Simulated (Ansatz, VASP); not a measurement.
# Pt: VASP beside Ansatz

```
Pt
1.0
     2.65024    0.00000    0.00000
    -1.32512    2.29517    0.00000
     0.00000    0.00000    4.79213
Pt
2
Direct
  0.66667 0.33333 0.75000
  0.33333 0.66667 0.25000
```

Change from the starting cell: strain -0.040 along x and y, +0.000 along z, atoms carried along.

Alike in both runs: task single point; functional r2SCAN; k mesh 18 × 18 × 10; occupations gaussian, width 0.15 eV; no spin polarisation.

|  | VASP | Ansatz |
| --- | --- | --- |
| version | VASP 6.6.1 | Ansatz 0.2.0 |
| potentials or method | VASP PAW PBE potentials, release 64 (Pt), cutoff 520 eV | scalar-relativistic, plane waves, PAW |
| valence electrons in the cell | 20 | 36 |

Ansatz gave:

* gap on the k mesh at the Fermi level (eV): none
* pressure (GPa): 19.3
* traceless stress, the component that is largest in VASP (GPa): -9.92

**Question.** What did VASP give for the same quantities?

**Answer.** gap on the k mesh at the Fermi level (eV): none; pressure (GPa): 20.3; traceless stress, the component that is largest in VASP (GPa): -10.29.

VASP's potentials were made for PBE, not for r2SCAN. A gap of «none» marks a metal or a gap that the smearing closes. With one functional, cell and mesh, what is left measures potentials, basis and numerics. VASP's potentials hold 20 valence electrons a cell and Ansatz's 36, so a difference there can come from the potentials and not from the codes.

Neither program's run includes spin-orbit coupling.
